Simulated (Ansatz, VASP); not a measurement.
ZnF2 in VASP and in Ansatz

INCAR

```
PREC = Accurate
ENCUT = 600
EDIFF = 1E-7
ISMEAR = 0
SIGMA = 0.02
LREAL = False
LASPH = True
NELM = 120
ALGO = Normal
ISIF = 3
LWAVE = False
LCHARG = False
GGA = PE
IBRION = 2
NSW = 100
EDIFFG = -0.005
GGA_COMPAT = False
NELMIN = 4
```

File KPOINTS:

```
regular mesh
0
Gamma
  6 6 8
```

File POSCAR:

```
ZnF2
1.0
    4.7029441700      0.0000000000      0.0000000000
    0.0000000000      4.7029441700      0.0000000000
    0.0000000000      0.0000000000      3.1328902100
Zn F
2 4
Direct
    0.5000000000      0.5000000000      0.5000000000
    0.0000000000      0.0000000000      0.0000000000
    0.6968616200      0.6968616200      0.0000000000
    0.8031383800      0.1968616200      0.5000000000
    0.3031383800      0.3031383800      0.0000000000
    0.1968616200      0.8031383800      0.5000000000
```

Input for Ansatz:

```yaml
crystal:
  lattice:
    - [4.70294417, 0.0, 0.0]
    - [0.0, 4.70294417, 0.0]
    - [0.0, 0.0, 3.13289021]
  atoms:
    - { symbol: Zn, position: [0.5, 0.5, 0.5] }
    - { symbol: Zn, position: [0.0, 0.0, 0.0] }
    - { symbol: F, position: [0.69686162, 0.69686162, 0.0] }
    - { symbol: F, position: [0.80313838, 0.19686162, 0.5] }
    - { symbol: F, position: [0.30313838, 0.30313838, 0.0] }
    - { symbol: F, position: [0.19686162, 0.80313838, 0.5] }
basis:
  ecutwfc: 420
kpoints:
  mp_grid: { grid: [6, 6, 8] }
hamiltonian:
  xc: pbe
scf:
  occupations: { method: gaussian, width: 0.02 }
output:
  forces: true
  stress: true
  eigenvalues: true
relax:
  adjacent_minimum: "off"
  f_tol: 0.005
  max_steps: 80
  cell: { stress_tol: 0.05 }
```

Alike in both runs: task relaxation of cell and atoms; functional PBE; k mesh 6 × 6 × 8; occupations gaussian, width 0.02 eV; no spin polarisation.

|  | VASP | Ansatz |
| --- | --- | --- |
| version | VASP 6.6.1 | Ansatz 0.2.0 |
| potentials or method | VASP PAW PBE potentials, release 64 (Zn, F), cutoff 600 eV | scalar-relativistic, plane waves, PAW |
| valence electrons in the cell | 52 | 52 |

|  | VASP | Ansatz | Ansatz less VASP |
| --- | --- | --- | --- |
| gap on the k mesh at the Fermi level, each at its own relaxed structure (eV) | 3.44 | 3.52 | +0.081 |
| relaxed volume (Å³/atom) | 12.24 | 12.19 | -0.046 |
| relaxed length of the cell vector where the two differ most in proportion (Å) | 3.185 | 3.175 | -0.0097 |
